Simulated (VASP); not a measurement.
# AlAs (zincblende type) (F-43m) in VASP: further runs, part 2 of 2

VASP 6.6.1. Earlier steps stand in the parts before.

### 5 Single point, LDA (14.26 Å³/atom)

This run uses another cell than the first one, of 14.26 Å³/atom.

INCAR

```
PREC = Accurate
ENCUT = 500
EDIFF = 1E-6
ISMEAR = -1
SIGMA = 0.08
LREAL = False
LASPH = True
NELM = 120
ALGO = Normal
ISIF = 2
LWAVE = False
LCHARG = False
GGA = CA
NBANDS = 11
GGA_COMPAT = False
```

KPOINTS

```
regular mesh
0
Gamma
  11 11 11
```

POSCAR

```
AlAs
1.0
    0.0000000000      2.4251841544      2.4251841544
    2.4251841544      0.0000000000      2.4251841544
    2.4251841544      2.4251841544      0.0000000000
Al As
1 1
Direct
    0.0000000000      0.0000000000      0.0000000000
    0.2500000000      0.2500000000      0.2500000000
```

Potentials or basis: VASP PAW LDA potentials, release 64 (Al, As).

On the command line:

```bash
$ cat potpaw_LDA.64/Al/POTCAR potpaw_LDA.64/As/POTCAR > POTCAR
$ mpirun -np 1 vasp_std > vasp.out
```

OUTCAR:

```text
PREC = Accurate
   ENCUT = 500
   EDIFF = 1E-6
   ISMEAR = -1
   LREAL = False
   LASPH = True
   NELM = 120
   ISIF = 2
   GGA = CA

 ion  position               nearest neighbor table
   1  0.000  0.000  0.000-   2 2.10   2 2.10   2 2.10   2 2.10
   2  0.250  0.250  0.250-   1 2.10   1 2.10   1 2.10   1 2.10

  LATTYP: Found a face centered cubic cell.
 ALAT       =     4.8503683088

  Lattice vectors:

 A1 = (   0.0000000000,   2.4251841544,   2.4251841544)
 A2 = (   2.4251841544,   0.0000000000,   2.4251841544)
 A3 = (   2.4251841544,   2.4251841544,   0.0000000000)

Analysis of symmetry for initial positions (statically):
=====================================================================
 Subroutine PRICEL returns:
 Original cell was already a primitive cell.

 Routine SETGRP: Setting up the symmetry group for a
 face centered cubic supercell.

 Subroutine GETGRP returns: Found 24 space group operations
 (whereof 24 operations were pure point group operations)
 out of a pool of 48 trial point group operations.

The static configuration has the point symmetry T_d .

Analysis of symmetry for dynamics (positions and initial velocities):
=====================================================================
 Subroutine PRICEL returns:
 Original cell was already a primitive cell.

 Routine SETGRP: Setting up the symmetry group for a
 face centered cubic supercell.

 Subroutine GETGRP returns: Found 24 space group operations
 (whereof 24 operations were pure point group operations)
 out of a pool of 48 trial point group operations.

The dynamic configuration has the point symmetry T_d .

 Subroutine INISYM returns: Found 24 space group operations
 (whereof 24 operations are pure point group operations),
 and found     1 'primitive' translations

----------------------------------------------------------------------------------------

                                     Primitive cell
[... 116 lines left out ...]
   GGA     = CA    functional components
   LHFCALC =     F    Hartree Fock is set to
   AEXX    =    0.0000 exact exchange contribution
   IVDW    =     0    specifies the selected vdW correction
   LEPSILON=     F    determine dielectric tensor
   LRPA    =     F    only Hartree local field effects (RPA)
 non-spin polarized calculation
  energy-cutoff  :      500.00
  volume of cell :       28.53
 maximum number of plane-waves:       736
 NGX is ok and might be reduce to    28
   NGX = 13   NGY = 13   NGZ = 13

 number of electron       8.0000000 magnetization

 Free energy of the ion-electron system (eV)
  ---------------------------------------------------
  ext. energy  EPLUGINS =         0.00000000
  ---------------------------------------------------
  free energy    TOTEN  =        -7.53237777 eV

  energy without entropy =       -7.53120067  energy(sigma->0) =       -7.53178922

 E-fermi :   8.9623     XC(G=0): -11.1658

 val. band max:        8.7907550966   @ k =   0.0000   0.0000   0.0000
 cond. band min:       9.0548888401   @ k =   0.4545   0.4545   0.0000
 fundamental gap:      0.2641337435
 Fermi energy:         8.9623288086

 k-point     1 :       0.0000    0.0000    0.0000
  band No.  band energies     occupation
      1      -6.4487      2.00000
      2       8.7908      1.79034
      3       8.7908      1.79034
      4       8.7908      1.79034
      5      13.8974      0.00000
      6      13.8974      0.00000
      7      13.8974      0.00000
      8      14.7016      0.00000
      9      18.7108      0.00000
     10      18.7108      0.00000
     11      20.4541      0.00000
[... 309 lines left out ...]
 k-point    24 :      -0.1818    0.1818    0.0000
  band No.  band energies     occupation
      1      -5.0571      2.00000
      2       4.1802      2.00000
      3       5.7185      2.00000
      4       8.2606      1.99969
      5      13.8771      0.00000
      6      14.8718      0.00000
      7      15.0551      0.00000
      8      16.1610      0.00000
      9      16.5907      0.00000
     10      21.6283      0.00000
     11      22.6505      0.00000

 [... further k-points ...]

------------------------ aborting loop because EDIFF is reached ----------------------------------------

  FORCE on cell =-STRESS in cart. coord.  units (eV):
  Direction    XX          YY          ZZ          XY          YZ          ZX
  --------------------------------------------------------------------------------------
  -------------------------------------------------------------------------------------
  Total       15.2552877     15.2552877     15.2552877      0.0000000      0.0000000      0.0000000
  in kB      856.7750736    856.7750736    856.7750736      0.0000000      0.0000000      0.0000000
  external PRESSURE =     856.7750736 kB  Pullay stress =       0.0000000 kB

 VOLUME and BASIS-vectors are now :
 -----------------------------------------------------------------------------
  energy-cutoff  :      500.00
  volume of cell :       28.53
      direct lattice vectors                 reciprocal lattice vectors
     0.000000000  2.425184154  2.425184154    -0.206169910  0.206169910  0.206169910
     2.425184154  0.000000000  2.425184154     0.206169910 -0.206169910  0.206169910
     2.425184154  2.425184154  0.000000000     0.206169910  0.206169910 -0.206169910

 POSITION                                       TOTAL-FORCE (eV/Angst)
 -----------------------------------------------------------------------------------
      0.00000      0.00000      0.00000        -0.000000     -0.000000     -0.000000
      1.21259      1.21259      1.21259         0.000000      0.000000      0.000000
 -----------------------------------------------------------------------------------
    total drift:                               -0.000000     -0.000000      0.000000

  FREE ENERGIE OF THE ION-ELECTRON SYSTEM (eV)
  ---------------------------------------------------
  free  energy   TOTEN  =        -7.5323777737 eV

  energy  without entropy=       -7.5312006657  energy(sigma->0) =       -7.53178922
```

OSZICAR:

```text
N       E                     dE             d eps       ncg     rms          rms(c)
DAV:   1     0.170080842193E+02    0.17008E+02   -0.32208E+03  1272   0.557E+02
DAV:   2    -0.735923966370E+01   -0.24367E+02   -0.23464E+02  1495   0.992E+01
DAV:   3    -0.814294697399E+01   -0.78371E+00   -0.78225E+00  1548   0.175E+01
DAV:   4    -0.814669770580E+01   -0.37507E-02   -0.37505E-02  1392   0.143E+00
DAV:   5    -0.814673246098E+01   -0.34755E-04   -0.34756E-04  1542   0.133E-01    0.548E+00
DAV:   6    -0.767578169828E+01    0.47095E+00   -0.44557E-01  1351   0.284E+00    0.320E+00
DAV:   7    -0.753454559169E+01    0.14124E+00   -0.36642E-01  1417   0.264E+00    0.888E-01
DAV:   8    -0.753245543657E+01    0.20902E-02   -0.15253E-02  1373   0.746E-01    0.707E-02
DAV:   9    -0.753238658115E+01    0.68855E-04   -0.50149E-04  1405   0.125E-01    0.483E-02
DAV:  10    -0.753237696604E+01    0.96151E-05   -0.30905E-05  1409   0.273E-02    0.250E-02
DAV:  11    -0.753237777368E+01   -0.80765E-06   -0.62239E-06  1429   0.124E-02
   1 F= -.75323778E+01 E0= -.75317892E+01  d E =-.117711E-02
```

stdout:

```text
POSCAR found type information on POSCAR AlAs
 POSCAR found :  2 types and       2 ions
 scaLAPACK will be used
 LDA part: xc-table for (Slater(with rela. corr.)+CA(PZ))
 , standard interpolation
 POSCAR, INCAR and KPOINTS ok, starting setup
 FFT: planning ... GRIDC
 FFT: planning ... GRID_SOFT
 FFT: planning ... GRID
 WAVECAR not read
 entering main loop
```

Run time: 12 s. Hardware: 1 thread of Intel Xeon Platinum 8259CL at 2.50GHz (Skylake/Cascade Lake), shared host; peak memory 0.15 GiB.

What came out:

```yaml
Free_energy: -7.5324 eV
Pressure: 85.7 GPa
Band_gap_on_the_k_mesh: 0.26 eV (least direct gap 3.61 eV)
```

Caveat: the cell stands under pressure; semilocal functionals underestimate gaps, and a narrow one can read as zero; an odd mesh through Γ misses points on the zone boundary, where band edges can lie.

### 6 Single point, LDA (14.26 Å³/atom)

This run uses another cell than the first one, of 14.26 Å³/atom.

INCAR

```
  PREC = Accurate
  ENCUT = 500
  EDIFF = 1E-6
  ISMEAR = -1
  SIGMA = 0.08
  LREAL = False
  LASPH = True
  NELM = 120
  ALGO = Normal
  ISIF = 2
  LWAVE = False
  LCHARG = False
  NBANDS = 11
  GGA_COMPAT = False
```

KPOINTS

```
Automatic mesh
0
Gamma
  11 11 11
```

POSCAR is that of step 5.

Potentials or basis: VASP PAW LDA potentials, release 64 (Al, As).

On the command line:

```bash
$ cat potpaw_LDA.64/Al/POTCAR potpaw_LDA.64/As/POTCAR > POTCAR
$ mpirun -np 1 vasp_std > vasp.out
```

It took 13 s on 1 thread of Intel Xeon Platinum 8259CL at 2.50GHz (Skylake/Cascade Lake), shared host; peak memory 0.15 GiB.

It converged, with:

* Free energy: -7.5324 eV
* Pressure: 85.7 GPa
* Band gap on the k mesh: 0.26 eV (least direct gap 3.61 eV)

Levels at points of the mesh, in eV from the valence-band top:
```tsv
k point	band 2	band 3	band 4	band 5	band 6	band 7
(0.00, 0.00, 0.00)	0.00	0.00	0.00	5.11	5.11	5.11
```

Caveat: the cell stands under pressure; semilocal functionals underestimate gaps, and a narrow one can read as zero; an odd mesh through Γ misses points on the zone boundary, where band edges can lie.

The gap in the log of VASP goes by the Fermi energy; the results here count the filled bands.